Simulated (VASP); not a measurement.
# O in VASP: notebook, part 2 of 2

VASP 6.6.1.

**3. Electric field gradients, PBE (equal xy, yz and zx shear strains of -4 %)**

File INCAR:

```
SYSTEM = O
ALGO     = Normal         ! electronic algorithm
EDIFF    = 1E-8           ! SCF threshold, eV
ENCUT    = 520            ! plane-wave cutoff, eV
GGA      = PE             ! functional
ISIF     = 2              ! what is computed and relaxed
ISMEAR   = -1             ! smearing method
LASPH    = .True.         ! aspherical terms in the spheres
LCHARG   = .False.        ! write CHGCAR
LEFG     = .True.       
LREAL    = .False.        ! projectors in reciprocal space
LWAVE    = .False.        ! write WAVECAR
NBANDS   = 13             ! bands
NELM     = 60             ! most SCF steps
PREC     = Accurate       ! precision mode
SIGMA    = 0.02           ! smearing width, eV
```

File KPOINTS:

```
k-points
0
Gamma
  10 10 7
  0 0 0
```

File POSCAR:

```
O
1.0
    2.7357900000     -1.7685300000     -0.0197400000
    2.6672100000      1.6604700000     -0.0883200000
   -2.0399498000     -0.0356600000      3.7872898000
O
2
Direct
    0.0640000000      0.0640000000      0.1530000000
    0.9360000000      0.9360000000      0.8470000000
```

Potentials or basis: VASP PAW PBE potentials, release 64 (O).

On the command line:

```
$ cat potpaw_PBE.64/O/POTCAR > POTCAR
$ mpirun -np 1 vasp_std > vasp.out
```

OUTCAR:

```text
SYSTEM = O
   EDIFF = 1E-8
   ENCUT = 520
   GGA = PE
   ISIF = 2
   ISMEAR = -1
   LASPH = .True.
   LREAL = .False.
   NELM = 60
   PREC = Accurate

 ion  position               nearest neighbor table
   1  0.064  0.064  0.153-   2 1.15
   2  0.936  0.936  0.847-   1 1.15

  LATTYP: Found a triclinic cell.
 ALAT       =     3.1430829177
 B/A-ratio  =     1.0914033819
 C/A-ratio  =     1.3686838709
 COS(alpha) =     0.0164064226
 COS(beta)  =     0.4315213014
 COS(gamma) =     0.5116788424

  Lattice vectors:

 A1 = (  -2.6672100000,  -1.6604700000,   0.0883200000)
 A2 = (   0.0685800000,  -3.4290000000,   0.0685800000)
 A3 = (  -2.0399498000,  -0.0356600000,   3.7872898000)

Analysis of symmetry for initial positions (statically):
=====================================================================
 Subroutine PRICEL returns:
 Original cell was already a primitive cell.

[... 574 lines left out ...]
  volume of cell :       34.68
      direct lattice vectors                 reciprocal lattice vectors
     2.735790000 -1.768530000 -0.019740000     0.181258991 -0.286106279  0.094937729
     2.667210000  1.660470000 -0.088320000     0.193171990  0.297630667  0.106850728
    -2.039949800 -0.035660000  3.787289800     0.005449544  0.005449544  0.267027658

 POSITION                                       TOTAL-FORCE (eV/Angst)
 -----------------------------------------------------------------------------------
      0.03368     -0.01237      0.57254         0.388344     -0.123289      8.389707
      3.32937     -0.13135      3.10669        -0.388344      0.123289     -8.389707
 -----------------------------------------------------------------------------------
    total drift:                               -0.000000     -0.000000      0.000000

  FREE ENERGIE OF THE ION-ELECTRON SYSTEM (eV)
  ---------------------------------------------------
  free  energy   TOTEN  =        -8.8659178830 eV

  energy  without entropy=       -8.8611773355  energy(sigma->0) =       -8.86354761

 Electric field gradients (V/A^2)
---------------------------------------------------------------------
 ion       V_xx      V_yy      V_zz      V_xy      V_xz      V_yz
---------------------------------------------------------------------
   1     -51.358   -61.232   112.590    -0.281     9.727    -3.399
   2     -51.358   -61.232   112.590    -0.281     9.727    -3.399
---------------------------------------------------------------------

 Electric field gradients after diagonalization (V/A^2)
 (convention: |V_zz| > |V_xx| > |V_yy|)
----------------------------------------------------------------------
 ion       V_xx      V_yy      V_zz     asymmetry (V_yy - V_xx)/ V_zz
----------------------------------------------------------------------
   1     -61.299   -51.933   113.232       0.083
   2     -61.299   -51.933   113.232       0.083
----------------------------------------------------------------------

           NMR quadrupolar parameters

 Cq : quadrupolar parameter    Cq=e*Q*V_zz/h
 eta: asymmetry parameters     (V_yy - V_xx)/ V_zz
 Q  : nuclear electric quadrupole moment in mb (millibarn)
----------------------------------------------------------------------
 ion       Cq(MHz)       eta       Q (mb)
----------------------------------------------------------------------
   1       0.274       0.083       1.000
   2       0.274       0.083       1.000
----------------------------------------------------------------------
```

stdout:

```text
POSCAR found type information on POSCAR O
 POSCAR found :  1 types and       2 ions
 scaLAPACK will be used
 LDA part: xc-table for (Slater+PW92), standard interpolation
 POSCAR, INCAR and KPOINTS ok, starting setup
 FFT: planning ... GRIDC
 FFT: planning ... GRID_SOFT
 FFT: planning ... GRID
 WAVECAR not read
 entering main loop
ion   1
     0.0000293     0.0742240     0.4390609   -13.9100498    -1.3497776    -1.4640198
     0.0000403     0.0742240     0.4390609   -13.9100496    -1.3497776    -1.4640198
     0.0000555     0.0742240     0.4390609   -13.9100493    -1.3497776    -1.4640198
     0.0000765     0.0742240     0.4390609   -13.9100487    -1.3497775    -1.4640197

     0.0000293     0.2156431     2.3667125   -69.0061829    -6.8535992    -4.5060627
     0.0000403     0.2156431     2.3667120   -69.0061689    -6.8535978    -4.5060619
     0.0000555     0.2156430     2.3667111   -69.0061450    -6.8535955    -4.5060606
     0.0000765     0.2156429     2.3667097   -69.0061049    -6.8535914    -4.5060584

ion   2
     0.0000293     0.0742240     0.4390609   -13.9100498    -1.3497776    -1.4640198
     0.0000403     0.0742240     0.4390609   -13.9100496    -1.3497776    -1.4640198
     0.0000555     0.0742240     0.4390609   -13.9100493    -1.3497776    -1.4640198
     0.0000765     0.0742240     0.4390609   -13.9100487    -1.3497775    -1.4640197

     0.0000293     0.2156431     2.3667125   -69.0061829    -6.8535992    -4.5060627
     0.0000403     0.2156431     2.3667120   -69.0061689    -6.8535978    -4.5060619
     0.0000555     0.2156430     2.3667111   -69.0061450    -6.8535955    -4.5060606
     0.0000765     0.2156429     2.3667097   -69.0061049    -6.8535914    -4.5060584
```

It took 2 min on 1 thread of Oxide Virtual Turin-like, shared host; peak memory 0.2 GiB.

Results:

```yaml
Free_energy: -8.8659 eV
Pressure: 11.7 GPa
Largest_force: 8.400 eV/Å
Band_gap_on_the_k_mesh: zero (bands 6 and 7 overlap by 0.56 eV)
Largest_electric_field_gradient_by_atom: O +113.2 V/Å²
```

Forces on the atoms (eV/Å):
```
O    0.388 -0.123  8.390
O   -0.388  0.123 -8.390
```

Levels at points of the mesh, in eV from the Fermi level:
```
           k point  band 2  band 3  band 4  band 5  band 6  band 7  band 8  band 9  band 10  band 11
(0.00, 0.00, 0.00)  -13.88   -8.64   -7.77   -7.67    0.18    0.36    6.03   12.36    12.46    15.44
(0.50, 0.00, 0.00)  -13.87   -8.64   -8.07   -7.78   -0.41    0.19    8.61   10.47    12.64    14.15
(0.00, 0.50, 0.00)  -13.89   -8.69   -7.95   -7.88   -0.44    0.10    9.15   10.42    12.64    13.76
(0.50, 0.50, 0.00)  -13.97   -8.61   -8.10   -7.64   -0.79    0.23    9.94    9.99    12.15    12.73
```

Electric field gradients, principal values (V/Å²):
| atom | least | middle | greatest (by size) |
| --- | --- | --- | --- |
| 1 O | -51.933 | -61.299 | 113.232 |
| 2 O | -51.933 | -61.299 | 113.232 |

Caveat: the cell differs from its parent crystal (equal xy, yz and zx shear strains of -4 %); the standard files for N, O and F lose accuracy on very short bonds; spin is off for a triplet molecule; the stress differs along the axes, from -5 to 44 GPa; this functional lacks dispersion, which holds the molecules together, so the pressure and a relaxed volume are unreliable; without QUAD_EFG the Cq values of the log hold for a quadrupole moment of 1 mb, not for the nuclei; forces of over 1 eV/Å act on the atoms, so gaps and moduli don't describe the material at rest.

**4. Electric field gradients, PBE (equal xy, yz and zx shear strains of -4 %)**

File INCAR:

```
ALGO     = Normal         # electronic algorithm
EDIFF    = 1E-8           # SCF threshold, eV
ENCUT    = 520            # plane-wave cutoff, eV
GGA      = PE             # functional
ISIF     = 2              # what is computed and relaxed
ISMEAR   = -1             # smearing method
LASPH    = True           # aspherical terms in the spheres
LCHARG   = False          # write CHGCAR
LEFG     = True         
LREAL    = False          # projectors in reciprocal space
LWAVE    = False          # write WAVECAR
NBANDS   = 13             # bands
NELM     = 100            # most SCF steps
PREC     = Accurate       # precision mode
SIGMA    = 0.02           # smearing width, eV
```

File KPOINTS:

```
k-points
0
Gamma
  10 10 7
```

POSCAR is that of step 3.

Potentials or basis: VASP PAW PBE potentials, release 64 (O).

On the command line:

```
$ cat potpaw_PBE.64/O/POTCAR > POTCAR
$ mpirun -np 1 vasp_std > vasp.out
```

OUTCAR:

```text
EDIFF = 1E-8
   ENCUT = 520
   GGA = PE
   ISIF = 2
   ISMEAR = -1
   LASPH = True
   LREAL = False
   NELM = 100
   PREC = Accurate

 ion  position               nearest neighbor table
   1  0.064  0.064  0.153-   2 1.15
   2  0.936  0.936  0.847-   1 1.15

  LATTYP: Found a triclinic cell.
 ALAT       =     3.1430829177
 B/A-ratio  =     1.0914033819
 C/A-ratio  =     1.3686838709
 COS(alpha) =     0.0164064226
 COS(beta)  =     0.4315213014
 COS(gamma) =     0.5116788424

  Lattice vectors:

 A1 = (  -2.6672100000,  -1.6604700000,   0.0883200000)
 A2 = (   0.0685800000,  -3.4290000000,   0.0685800000)
 A3 = (  -2.0399498000,  -0.0356600000,   3.7872898000)

Analysis of symmetry for initial positions (statically):
=====================================================================
 Subroutine PRICEL returns:
 Original cell was already a primitive cell.

[... 574 lines left out ...]
  volume of cell :       34.68
      direct lattice vectors                 reciprocal lattice vectors
     2.735790000 -1.768530000 -0.019740000     0.181258991 -0.286106279  0.094937729
     2.667210000  1.660470000 -0.088320000     0.193171990  0.297630667  0.106850728
    -2.039949800 -0.035660000  3.787289800     0.005449544  0.005449544  0.267027658

 POSITION                                       TOTAL-FORCE (eV/Angst)
 -----------------------------------------------------------------------------------
      0.03368     -0.01237      0.57254         0.388344     -0.123289      8.389707
      3.32937     -0.13135      3.10669        -0.388344      0.123289     -8.389707
 -----------------------------------------------------------------------------------
    total drift:                               -0.000000     -0.000000      0.000000

  FREE ENERGIE OF THE ION-ELECTRON SYSTEM (eV)
  ---------------------------------------------------
  free  energy   TOTEN  =        -8.8659178830 eV

  energy  without entropy=       -8.8611773355  energy(sigma->0) =       -8.86354761

 Electric field gradients (V/A^2)
---------------------------------------------------------------------
 ion       V_xx      V_yy      V_zz      V_xy      V_xz      V_yz
---------------------------------------------------------------------
   1     -51.358   -61.232   112.590    -0.281     9.727    -3.399
   2     -51.358   -61.232   112.590    -0.281     9.727    -3.399
---------------------------------------------------------------------

 Electric field gradients after diagonalization (V/A^2)
 (convention: |V_zz| > |V_xx| > |V_yy|)
----------------------------------------------------------------------
 ion       V_xx      V_yy      V_zz     asymmetry (V_yy - V_xx)/ V_zz
----------------------------------------------------------------------
   1     -61.299   -51.933   113.232       0.083
   2     -61.299   -51.933   113.232       0.083
----------------------------------------------------------------------

           NMR quadrupolar parameters

 Cq : quadrupolar parameter    Cq=e*Q*V_zz/h
 eta: asymmetry parameters     (V_yy - V_xx)/ V_zz
 Q  : nuclear electric quadrupole moment in mb (millibarn)
----------------------------------------------------------------------
 ion       Cq(MHz)       eta       Q (mb)
----------------------------------------------------------------------
   1       0.274       0.083       1.000
   2       0.274       0.083       1.000
----------------------------------------------------------------------
```

stdout:

```text
POSCAR found type information on POSCAR O
 POSCAR found :  1 types and       2 ions
 scaLAPACK will be used
 LDA part: xc-table for (Slater+PW92), standard interpolation
 POSCAR, INCAR and KPOINTS ok, starting setup
 FFT: planning ... GRIDC
 FFT: planning ... GRID_SOFT
 FFT: planning ... GRID
 WAVECAR not read
 entering main loop
ion   1
     0.0000293     0.0742240     0.4390609   -13.9100498    -1.3497776    -1.4640198
     0.0000403     0.0742240     0.4390609   -13.9100496    -1.3497776    -1.4640198
     0.0000555     0.0742240     0.4390609   -13.9100493    -1.3497776    -1.4640198
     0.0000765     0.0742240     0.4390609   -13.9100487    -1.3497775    -1.4640197

     0.0000293     0.2156431     2.3667125   -69.0061829    -6.8535992    -4.5060627
     0.0000403     0.2156431     2.3667120   -69.0061689    -6.8535978    -4.5060619
     0.0000555     0.2156430     2.3667111   -69.0061450    -6.8535955    -4.5060606
     0.0000765     0.2156429     2.3667097   -69.0061049    -6.8535914    -4.5060584

ion   2
     0.0000293     0.0742240     0.4390609   -13.9100498    -1.3497776    -1.4640198
     0.0000403     0.0742240     0.4390609   -13.9100496    -1.3497776    -1.4640198
     0.0000555     0.0742240     0.4390609   -13.9100493    -1.3497776    -1.4640198
     0.0000765     0.0742240     0.4390609   -13.9100487    -1.3497775    -1.4640197

     0.0000293     0.2156431     2.3667125   -69.0061829    -6.8535992    -4.5060627
     0.0000403     0.2156431     2.3667120   -69.0061689    -6.8535978    -4.5060619
     0.0000555     0.2156430     2.3667111   -69.0061450    -6.8535955    -4.5060606
     0.0000765     0.2156429     2.3667097   -69.0061049    -6.8535914    -4.5060584
```

Run time: 2.4 min. Hardware: 1 thread of Oxide Virtual Turin-like, shared host; peak memory 0.2 GiB.

Results:

- Free energy: -8.8659 eV
- Pressure: 11.7 GPa
- Largest force: 8.400 eV/Å
- Band gap on the k mesh: zero (bands 6 and 7 overlap by 0.56 eV)
- Largest electric field gradient by atom: O +113.2 V/Å²

Forces on the atoms (eV/Å):
```
O    0.388 -0.123  8.390
O   -0.388  0.123 -8.390
```

Electric field gradients, principal values (V/Å²):
| atom | least | middle | greatest (by size) |
| --- | --- | --- | --- |
| 1 O | -51.933 | -61.299 | 113.232 |
| 2 O | -51.933 | -61.299 | 113.232 |

Caveat: the cell differs from its parent crystal (equal xy, yz and zx shear strains of -4 %); the standard files for N, O and F lose accuracy on very short bonds; spin is off for a triplet molecule; the stress differs along the axes, from -5 to 44 GPa; this functional lacks dispersion, which holds the molecules together, so the pressure and a relaxed volume are unreliable; without QUAD_EFG the Cq values of the log hold for a quadrupole moment of 1 mb, not for the nuclei; forces of over 1 eV/Å act on the atoms, so gaps and moduli don't describe the material at rest.
